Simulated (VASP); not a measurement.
# HfN in VASP: further runs, part 2 of 2

VASP 6.6.1. Earlier steps stand in the parts before.

## (4) Single point, r2SCAN

The input, POSCAR:

```
HfN
1.0
    0.0000000000      2.4548220000      2.4548220000
    2.4548220000      0.0000000000      2.4548220000
    2.4548220000      2.4548220000      0.0000000000
Hf N
1 1
Direct
   -0.0015310000     -0.0029430000     -0.0034000000
    0.2637830000      0.2428060000      0.2393630000
```

The input, INCAR.step1:

```
SYSTEM = HfN
ALGO     = Normal         ! electronic algorithm
EDIFF    = 1E-4           ! SCF threshold, eV
ENCUT    = 520            ! plane-wave cutoff, eV
GGA      = PE             ! functional
ISMEAR   = 0              ! smearing method
LASPH    = .TRUE.         ! aspherical terms in the spheres
LCHARG   = .FALSE.        ! write CHGCAR
LREAL    = .FALSE.        ! projectors in reciprocal space
LWAVE    = .TRUE.         ! write WAVECAR
NBANDS   = 14             ! bands
NELM     = 80             ! most SCF steps
PREC     = Accurate       ! precision mode
SIGMA    = 0.1            ! smearing width, eV
```

The input, INCAR.step2:

```
SYSTEM = HfN
ALGO     = Normal         ! electronic algorithm
EDIFF    = 1E-6           ! SCF threshold, eV
ENCUT    = 520            ! plane-wave cutoff, eV
ISIF     = 2              ! what is computed and relaxed
ISMEAR   = 0              ! smearing method
ISTART   = 1            
LASPH    = .TRUE.         ! aspherical terms in the spheres
LCHARG   = .FALSE.        ! write CHGCAR
LMIXTAU  = .TRUE.       
LREAL    = .FALSE.        ! projectors in reciprocal space
LWAVE    = .FALSE.        ! write WAVECAR
METAGGA  = R2SCAN         ! meta-GGA
NBANDS   = 14             ! bands
NELM     = 80             ! most SCF steps
PREC     = Accurate       ! precision mode
SIGMA    = 0.1            ! smearing width, eV
```

The input, KPOINTS:

```
k-points
0
G
  7 7 7
  0 0 0
```

Potentials or basis: VASP PAW PBE potentials, release 64 (Hf_pv, N).

Started as:

```console
cat potpaw_PBE.64/Hf_pv/POTCAR potpaw_PBE.64/N/POTCAR > POTCAR
cp INCAR.step1 INCAR
mpirun -np 1 vasp_std > vasp.out
cp INCAR.step2 INCAR
mpirun -np 1 vasp_std > vasp.out
```

OUTCAR:

```text
SYSTEM = HfN
   EDIFF = 1E-6
   ENCUT = 520
   ISIF = 2
   ISMEAR = 0
   ISTART = 1
   LASPH = .TRUE.
   LREAL = .FALSE.
   METAGGA = R2SCAN
   NELM = 80
   PREC = Accurate

 ion  position               nearest neighbor table
   1  0.998  0.997  0.997-   2 2.08   2 2.14   2 2.14   2 2.15
   2  0.264  0.243  0.239-   1 2.08   1 2.14   1 2.14   1 2.15

  LATTYP: Found a face centered cubic cell.
 ALAT       =     4.9096440000

  Lattice vectors:

 A1 = (   0.0000000000,   2.4548220000,   2.4548220000)
 A2 = (   2.4548220000,   0.0000000000,   2.4548220000)
 A3 = (   2.4548220000,   2.4548220000,   0.0000000000)

Analysis of symmetry for initial positions (statically):
=====================================================================
 Subroutine PRICEL returns:
 Original cell was already a primitive cell.

 Routine SETGRP: Setting up the symmetry group for a
 face centered cubic supercell.

 Subroutine GETGRP returns: Found  1 space group operations
 (whereof  1 operations were pure point group operations)
 out of a pool of 48 trial point group operations.

[... 176 lines left out ...]
      5      -0.1051      2.00000
      6       0.0007      2.00000
      7       0.0202      2.00000
      8       5.0953      2.00000
      9       8.2436      0.00000
     10       8.2449      0.00000
     11      12.5063      0.00000
     12      12.5795      0.00000
     13      13.0108      0.00000
     14      16.9849      0.00000
[... 377 lines left out ...]
      1     -26.8225      2.00000
      2     -26.6335      2.00000
      3     -26.6263      2.00000
      4     -10.7696      2.00000
      5      -0.8862      2.00000
      6       0.5091      2.00000
      7       0.5452      2.00000
      8       6.4357      0.00000
      9       7.9796      0.00000
     10       8.6910      0.00000
     11      11.7770      0.00000
     12      12.6011      0.00000
     13      13.2200      0.00000
     14      15.8769      0.00000

 [... further k-points ...]

------------------------ aborting loop because EDIFF is reached ----------------------------------------

  FORCE on cell =-STRESS in cart. coord.  units (eV):
  Direction    XX          YY          ZZ          XY          YZ          ZX
  --------------------------------------------------------------------------------------
  -------------------------------------------------------------------------------------
  Total       -0.6256213     -0.6111870     -0.6239727     -0.3068469      0.3167985     -0.2386379
  in kB      -33.8791195    -33.0974594    -33.7898422    -16.6166031     17.1555107    -12.9229015
  external PRESSURE =     -33.5888071 kB  Pullay stress =       0.0000000 kB

 VOLUME and BASIS-vectors are now :
 -----------------------------------------------------------------------------
  energy-cutoff  :      520.00
  volume of cell :       29.59
      direct lattice vectors                 reciprocal lattice vectors
     0.000000000  2.454822000  2.454822000    -0.203680756  0.203680756  0.203680756
     2.454822000  0.000000000  2.454822000     0.203680756 -0.203680756  0.203680756
     2.454822000  2.454822000  0.000000000     0.203680756  0.203680756 -0.203680756

 POSITION                                       TOTAL-FORCE (eV/Angst)
 -----------------------------------------------------------------------------------
      4.89407      4.89754      4.89866        -0.360885      0.276389      0.349871
      1.18364      1.23513      1.24359         0.360885     -0.276389     -0.349871
 -----------------------------------------------------------------------------------
    total drift:                                0.000631     -0.000035     -0.000169

  FREE ENERGIE OF THE ION-ELECTRON SYSTEM (eV)
  ---------------------------------------------------
  free  energy   TOTEN  =       -57.6969547449 eV

  energy  without entropy=      -57.6948135102  energy(sigma->0) =      -57.69588413
```

OUTCAR.step1:

```text
SYSTEM = HfN
   EDIFF = 1E-4
   ENCUT = 520
   GGA = PE
   ISMEAR = 0
   LASPH = .TRUE.
   LREAL = .FALSE.
[... 629 lines left out ...]
      4.89407      4.89754      4.89866        -0.351121      0.269947      0.340426
      1.18364      1.23513      1.24359         0.351121     -0.269947     -0.340426
 -----------------------------------------------------------------------------------
    total drift:                                0.000095     -0.000087     -0.000101

  FREE ENERGIE OF THE ION-ELECTRON SYSTEM (eV)
  ---------------------------------------------------
  free  energy   TOTEN  =       -21.2018456833 eV

  energy  without entropy=      -21.1989042921  energy(sigma->0) =      -21.20037499
```

Run time: 7.7 min. Hardware: 1 thread of Intel Xeon 8259CL, shared host; peak memory 0.22 GiB.

Results:

```
Free energy            : -57.6970 eV
Pressure               : -3.4 GPa
Largest force          : 0.574 eV/Å
Band gap on the k mesh : zero (an odd number of electrons rules out a gap without spin polarisation)
```

Forces in eV/Å, atoms in the order of the input:
```
Hf  -0.361  0.276  0.350
N    0.361 -0.276 -0.350
```

Stress tensor (GPa, compression positive):
```
-3.39 -1.66 -1.29
-1.66 -3.31  1.72
-1.29  1.72 -3.38
```

Caveat: the cell stands under tension; the PAW data sets were made with another functional, which shifts forces and pressure a little; spin-orbit coupling is left out, which moves the levels of the heavy elements.
